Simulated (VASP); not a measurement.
Here is a VASP 6.6.1 calculation.

INCAR

```
ALGO     = Normal         # electronic algorithm
EDIFF    = 1E-6           # SCF threshold, eV
ENCUT    = 520            # plane-wave cutoff, eV
GGA      = PE             # functional
ISIF     = 2              # what is computed and relaxed
ISMEAR   = 0              # smearing method
ISPIN    = 2              # spin polarisation
LASPH    = True           # aspherical terms in the spheres
LCHARG   = False          # write CHGCAR
LDAU     = True           # DFT+U
LDAUJ    = 0 0 0        
LDAUL    = -1 2 -1        # shell
LDAUPRINT= 1            
LDAUTYPE = 2            
LDAUU    = 0 3.25 0       # U, eV
LMAXMIX  = 4              # l up to which the mixer works
LORBIT   = 11             # projections on sites
LREAL    = False          # projectors in reciprocal space
LWAVE    = False          # write WAVECAR
MAGMOM   = 0 1 0 0 0      # initial moments
NBANDS   = 32             # bands
NELM     = 150            # most SCF steps
PREC     = Accurate       # precision mode
SIGMA    = 0.1            # smearing width, eV
```

The input KPOINTS:

```
k-points
0
Gamma
  6 6 6
```

File POSCAR:

```
SrVO3
1.0
    3.8500000000      0.0000000000      0.0000000000
    0.0000000000      3.8500000000      0.0000000000
    0.0000000000      0.0000000000      3.8500000000
Sr V O
1 1 3
Direct
    0.0000000000      0.0000000000      0.0000000000
    0.5000000000      0.5000000000      0.5000000000
    0.5000000000      0.5000000000      0.0000000000
    0.5000000000      0.0000000000      0.5000000000
    0.0000000000      0.5000000000      0.5000000000
```

Potentials or basis: VASP PAW PBE potentials, release 64 (Sr_sv, V_sv, O).

Run with:

```console
$ cat potpaw_PBE.64/Sr_sv/POTCAR potpaw_PBE.64/V_sv/POTCAR potpaw_PBE.64/O/POTCAR > POTCAR
$ mpirun -np 1 vasp_std > vasp.out
```

Question: What does it give for the band gap on the k mesh?

Answer: Zero (filled and empty bands overlap).

Question: Predict the pressure.

Answer: 6.9 GPa.

Eigenvalues of the final occupation matrices:
```tsv
site	spin	trace	eigenvalues
site 2 d	1	1.99	0.31 0.31 0.45 0.45 0.45
site 2 d	2	0.90	0.11 0.11 0.11 0.29 0.29
```

The state reached can hang on the start; a lower one may exist.
